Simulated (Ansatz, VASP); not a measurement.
# Two plane-wave programs on NaH

```
CELL_PARAMETERS angstrom
0.00000 2.46944 2.36155
2.46944 0.00000 2.36155
2.46944 2.46944 0.00000
ATOMIC_POSITIONS crystal
Na 0.00000 0.00000 0.00000
H 0.50000 0.50000 0.50000
```

Change from the starting cell: epitaxial_xy strain +3.0%.

Alike in both runs: task single point; functional HSE06; k mesh 6 × 6 × 6; no spin polarisation.

|  | VASP | Ansatz |
| --- | --- | --- |
| version | VASP 6.6.1 | Ansatz 0.2.0 |
| potentials or method | VASP PAW PBE potentials, release 64 (Na_pv, H) | plane waves, PAW |
| plane-wave cutoff (eV) | 520 | 420 |
| occupations | gaussian, width 0.01 eV | fixed |
| valence electrons in the cell | 8 | 10 |

Ansatz gave:

```
gap on the k mesh at the Fermi level (eV)                     : 4.73
pressure (GPa)                                                : -0.8
traceless stress, the component that is largest in VASP (GPa) : 0.89
```

Task: Estimate VASP's values.

Result: gap on the k mesh at the Fermi level (eV): 4.73; pressure (GPa): -0.8; traceless stress, the component that is largest in VASP (GPa): 0.91.

VASP's potentials hold 8 valence electrons a cell and Ansatz's 10, so a difference there can come from the potentials and not from the codes. Ansatz's warnings: stress exchange threshold loose, stress scf threshold loose.
